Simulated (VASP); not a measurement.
A run of VASP 6.6.1:

File INCAR:

```
PREC     = Accurate       # precision mode
ENCUT    = 520            # plane-wave cutoff, eV
EDIFF    = 1E-6           # SCF threshold, eV
ISMEAR   = 0              # smearing method
SIGMA    = 0.05           # smearing width, eV
LREAL    = Auto         
LASPH    = True           # aspherical terms in the spheres
NELM     = 150            # most SCF steps
ALGO     = Normal         # electronic algorithm
ISIF     = 2              # what is computed and relaxed
LWAVE    = False          # write WAVECAR
LCHARG   = True           # write CHGCAR
ISPIN    = 2              # spin polarisation
MAGMOM   = 0 0 0 0 0 0 0 0 0 0 0 0 0 0 0 0 0 0 1 # initial moments
LORBIT   = 11             # projections on sites
LMAXMIX  = 4              # l up to which the mixer works
GGA      = PE             # functional
LELF     = True           # ELF
LVHAR    = True         
NBANDS   = 60             # bands
```

File KPOINTS:

```
regular mesh
0
Gamma
  2 2 1
```

Contents of POSCAR:

```
CuC18
1.0
    7.3980000000      0.0000000000      0.0000000000
   -3.6990000000      6.4068560000      0.0000000000
    0.0000000000      0.0000000000     13.0000000000
C Cu
18 1
Direct
   -0.0003878022      0.0000551499      0.0758057073
    0.2210441311      0.1122408047      0.0790831974
    0.0000860181      0.3333809366      0.0752672310
    0.2220607963      0.4443674122      0.0747803847
   -0.0003857272      0.6662343351      0.0757999766
    0.2210448581      0.7754764839      0.0790696077
    0.3331260664     -0.0001045057      0.0859776985
    0.5578953581      0.1122834617      0.0797998275
    0.3333813423      0.3338653249      0.0757248541
    0.5556596164      0.4446206201      0.0756301575
    0.3333810144      0.6661940470      0.0757224344
    0.5556587855      0.7777137110      0.0756333365
    0.6673412681      0.0000368645      0.0760152979
    0.8890452621      0.1113679564      0.0749219888
    0.6673419997      0.3339806730      0.0760120409
    0.8890447240      0.4443519282      0.0749184170
    0.6667657994      0.6667211611      0.0753455863
    0.8888255482      0.7777496979      0.0756954767
    0.3493595412      0.0083104374      0.2434125792
```

Potentials or basis: VASP PAW PBE potentials, release 64 (C, Cu).

Command:

```bash
$ cat potpaw_PBE.64/C/POTCAR potpaw_PBE.64/Cu/POTCAR > POTCAR
$ mpirun -np 1 vasp_std > vasp.out
```

Hardware: 1 thread of Intel(R) Xeon(R) Platinum 8488C (Sapphire Rapids), on a shared host.

Task: How long does it take, and how much memory?

Result: It took 12 min on 1 thread of Intel(R) Xeon(R) Platinum 8488C (Sapphire Rapids), on a shared host, peak memory 0.96 GiB. Counts: scf iterations 33, k points 4.
